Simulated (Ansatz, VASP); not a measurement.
Al3Ni2 in VASP and in Ansatz

```
Al Ni
1.0
    -4.00314    0.00000    0.00000
    -2.00157   -3.46682    0.00000
     0.00000    0.00000    9.71893
Al Ni
6 4
Direct
  0.00000 0.00000 0.00000
  0.00000 0.00000 0.50000
  0.33333 0.33333 0.32389
  0.33333 0.33333 0.82389
  0.66667 0.66667 0.17611
  0.66667 0.66667 0.67611
  0.33333 0.33333 0.07279
  0.33333 0.33333 0.57279
  0.66667 0.66667 0.42721
  0.66667 0.66667 0.92721
```

Alike in both runs: task single point; functional PBEsol; k mesh 13 × 13 × 5; occupations gaussian, width 0.15 eV; no spin polarisation.

|  | VASP | Ansatz |
| --- | --- | --- |
| version | VASP 6.6.1 | Ansatz 0.2.0 |
| potentials or method | VASP PAW PBE potentials, release 64 (Al, Ni), cutoff 520 eV | scalar-relativistic, plane waves, PAW |
| valence electrons in the cell | 58 | 90 |

|  | VASP | Ansatz | Ansatz less VASP |
| --- | --- | --- | --- |
| gap on the k mesh at the Fermi level (eV) | none | none | - |
| pressure (GPa) | 0.1 | 0.0 | -0.10 |
| rms of the force components (eV/Å) | 0.008 | 0.005 | -0.0031 |

VASP's potentials were made for PBE, not for PBEsol. Atom by atom the forces differ by 0.005 eV/Å (rms over components). A gap of «none» marks a metal or a gap that the smearing closes. With one functional, cell and mesh, what is left measures potentials, basis and numerics. VASP's potentials hold 58 valence electrons a cell and Ansatz's 90, so a difference there can come from the potentials and not from the codes.
